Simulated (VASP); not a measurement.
# Bi (P6_3/mmc) in VASP: single point with LDA

Aim: the single point of Bi with LDA.

Program: VASP 6.6.1. These are calculated values, not measurements. Logs are shortened: lines on timing, memory, paths and dates and some standing lists are left out, and cuts for length are marked.

## (1) The cell of the first run

Symmetry: P6_3/mmc, No. 194, hexagonal system. Conventional cell: a = 4.537 Å, b = 4.537 Å, c = 5.200 Å, α = 90.00°, β = 90.00°, γ = 120.00°. Within 4.8 Å of Bi (site symmetry -6m2) lie 12 Bi at 3.69 to 4.54 Å.

This isn't the form of Bi at room conditions, which is rhombohedral.

## (2) Single point, LDA

The input, INCAR:

```
  PREC = Accurate
  ENCUT = 520
  EDIFF = 1E-6
  ISMEAR = 0
  SIGMA = 0.05
  LREAL = False
  LASPH = True
  NELM = 60
  ALGO = Normal
  ISIF = 2
  LWAVE = False
  LCHARG = False
  GGA = CA
  NBANDS = 22
```

The input, KPOINTS:

```
regular mesh
0
Gamma
  12 12 8
```

The input, POSCAR:

```
Bi
1.0
    4.5367400000      0.0000000000      0.0000000000
   -2.2683700000      3.9289320900      0.0000000000
    0.0000000000      0.0000000000      5.1998300000
Bi
2
Direct
    0.3333333300      0.6666666700      0.2500000000
    0.6666666700      0.3333333300      0.7500000000
```

Potentials or basis: VASP PAW LDA potentials, release 64 (Bi_d).

Started as:

```console
$ cat potpaw_LDA.64/Bi_d/POTCAR > POTCAR
$ mpirun -np 1 vasp_std > vasp.out
```

OUTCAR:

```text
PREC = Accurate
   ENCUT = 520
   EDIFF = 1E-6
   ISMEAR = 0
   LREAL = False
   LASPH = True
   NELM = 60
   ISIF = 2
   GGA = CA

 ion  position               nearest neighbor table
   1  0.333  0.667  0.250-   2 3.69   2 3.69   2 3.69   2 3.69   2 3.69   2 3.69
   2  0.667  0.333  0.750-   1 3.69   1 3.69   1 3.69   1 3.69   1 3.69   1 3.69

  LATTYP: Found a hexagonal cell.
 ALAT       =     4.5367400000
 C/A-ratio  =     1.1461600180

  Lattice vectors:

 A1 = (   4.5367400000,   0.0000000000,   0.0000000000)
 A2 = (  -2.2683700000,   3.9289320900,   0.0000000000)
 A3 = (   0.0000000000,   0.0000000000,   5.1998300000)

Analysis of symmetry for initial positions (statically):
=====================================================================
 Subroutine PRICEL returns:
 Original cell was already a primitive cell.

 Routine SETGRP: Setting up the symmetry group for a
 hexagonal supercell.

 Subroutine GETGRP returns: Found 24 space group operations
 (whereof 12 operations were pure point group operations)
 out of a pool of 24 trial point group operations.

The static configuration has the point symmetry D_3d.
 The point group associated with its full space group is D_6h.

Analysis of symmetry for dynamics (positions and initial velocities):
=====================================================================
 Subroutine PRICEL returns:
 Original cell was already a primitive cell.

 Routine SETGRP: Setting up the symmetry group for a
 hexagonal supercell.

 Subroutine GETGRP returns: Found 24 space group operations
 (whereof 12 operations were pure point group operations)
 out of a pool of 24 trial point group operations.

The dynamic configuration has the point symmetry D_3d.
 The point group associated with its full space group is D_6h.

 Subroutine INISYM returns: Found 24 space group operations
 (whereof 12 operations are pure point group operations),
 and found     1 'primitive' translations

----------------------------------------------------------------------------------------

                                     Primitive cell

  volume of cell :      92.6846

  direct lattice vectors                    reciprocal lattice vectors
     4.536740000  0.000000000  0.000000000     0.220422594  0.127261044  0.000000000
    -2.268370000  3.928932090  0.000000000     0.000000000  0.254522088  0.000000000
     0.000000000  0.000000000  5.199830000     0.000000000  0.000000000  0.192313979
[... 76 lines left out ...]
   ISTART =      0    job   : 0-new  1-cont  2-samecut
   ICHARG =      2    charge: 1-file 2-atom 10-const
   ISPIN  =      1    spin polarized calculation?
   LNONCOLLINEAR =      F non collinear calculations
   LSORBIT =      F    spin-orbit coupling
   LASPH  =      T    aspherical Exc in radial PAW
   ENCUT  =  520.0 eV  38.22 Ry    6.18 a.u.   8.44  8.44  9.67*2*pi/ulx,y,z
   NELM   =     60;   NELMIN=  2; NELMDL= -5     # of ELM steps
   EDIFF  = 0.1E-05   stopping-criterion for ELM
   LREAL  =      F    real-space projection
   EDIFFG = 0.1E-04   stopping-criterion for IOM
   NSW    =      0    number of steps for IOM
   IBRION =     -1    ionic relax: 0-MD 1-quasi-New 2-CG
   NFREE  =      0    steps in history (QN), initial steepest desc. (CG)
   ISIF   =      2    stress and relaxation
   ISYM   =      2    0-nonsym 1-usesym 2-fastsym
   POTIM  = 0.5000    time-step for ionic-motion
   TEBEG  =    0.0;   TEEND  =   0.0 temperature during run
   PSTRESS=    0.0 pullay stress
   NELECT =      30.0000    total number of electrons
   NUPDOWN=      -1.0000    fix difference up-down
   EMIN   =  10.00;   EMAX   =-10.00  energy-range for DOS
   EFERMI =   0.00;   METHOD = LEGACY
   ISMEAR =     0;   SIGMA  =   0.05  broadening in eV -4-tet -1-fermi 0-gaus
   EFERMI_NEDOS =   21; number of points for ismear=-14 and -15
   IALGO  =     38    algorithm
   IMIX   =      4    mixing-type and parameters
     AMIX     =   0.40;   BMIX     =  1.00
     AMIX_MAG =   1.60;   BMIX_MAG =  1.00
  volume/ion in A,a.u.               =      46.34       312.73
  Fermi-wavevector in a.u.,A,eV,Ry     =   1.124034  2.124116 17.190310  1.263452
  Thomas-Fermi vector in A             =   2.260703
   LORBIT       =      0    0 simple, 1 ext, 2 COOP (PROOUT), +10 PAW based schemes
   GGA     = CA    functional components
   LHFCALC =     F    Hartree Fock is set to
   AEXX    =    0.0000 exact exchange contribution
   IVDW    =     0    specifies the selected vdW correction
   LEPSILON=     F    determine dielectric tensor
   LRPA    =     F    only Hartree local field effects (RPA)
 non-spin polarized calculation
 Gauss-broadening in eV      SIGMA  =   0.05
  energy-cutoff  :      520.00
  volume of cell :       92.68
 maximum number of plane-waves:      2545
 NGX is ok and might be reduce to    36
   NGX = 17   NGY = 17   NGZ = 19

 number of electron      29.9999988 magnetization

 Free energy of the ion-electron system (eV)
  ---------------------------------------------------
  ext. energy  EPLUGINS =         0.00000000
  ---------------------------------------------------
  free energy    TOTEN  =        -7.61510616 eV

  energy without entropy =       -7.61262266  energy(sigma->0) =       -7.61386441

 E-fermi :   3.3902     XC(G=0):  -8.6994

 val. band max:        3.3737191947   @ k =   0.1667   0.0000   0.2500
 cond. band min:       3.4100546873   @ k =   0.3333   0.1667   0.1250
 fundamental gap:      0.0363354926
 Fermi energy:         3.3901934457

 k-point     1 :       0.0000    0.0000    0.0000
  band No.  band energies     occupation
      1     -19.3101      2.00000
      2     -19.3101      2.00000
      3     -19.2934      2.00000
      4     -19.2782      2.00000
      5     -19.2782      2.00000
      6     -19.2778      2.00000
[... 589 lines left out ...]
     21      11.2310      0.00000
     22      11.8368      0.00000

 [... further k-points ...]
[... 5 lines left out ...]
  --------------------------------------------------------------------------------------
  -------------------------------------------------------------------------------------
  Total       -4.3751375     -4.3751375     -7.1342900      0.0000000      0.0000000      0.0000000
  in kB      -75.6301098    -75.6301098   -123.3257544      0.0000000      0.0000000      0.0000000
  external PRESSURE =     -91.5286580 kB  Pullay stress =       0.0000000 kB

 VOLUME and BASIS-vectors are now :
 -----------------------------------------------------------------------------
  energy-cutoff  :      520.00
  volume of cell :       92.68
      direct lattice vectors                 reciprocal lattice vectors
     4.536740000  0.000000000  0.000000000     0.220422594  0.127261044  0.000000000
    -2.268370000  3.928932090  0.000000000     0.000000000  0.254522088  0.000000000
     0.000000000  0.000000000  5.199830000     0.000000000  0.000000000  0.192313979

 POSITION                                       TOTAL-FORCE (eV/Angst)
 -----------------------------------------------------------------------------------
     -0.00000      2.61929      1.29996         0.000000     -0.000000      0.000000
      2.26837      1.30964      3.89987        -0.000000      0.000000      0.000000
 -----------------------------------------------------------------------------------
    total drift:                               -0.000007      0.000004      0.000000

  FREE ENERGIE OF THE ION-ELECTRON SYSTEM (eV)
  ---------------------------------------------------
  free  energy   TOTEN  =        -7.6151061588 eV

  energy  without entropy=       -7.6126226594  energy(sigma->0) =       -7.61386441
```

Wall time 42 s (1 thread of Intel Xeon 6975P-C (Granite Rapids), shared host); peak memory 0.28 GiB.

What came out:

| Property | Result |
| --- | --- |
| Free energy | -7.6151 eV |
| Pressure | -9.2 GPa |
| Band gap on the k mesh | zero (bands 15 and 16 overlap by 2.25 eV) |

Caveat: the cell stands under tension; spin-orbit coupling is left out, which moves the levels of the heavy elements.
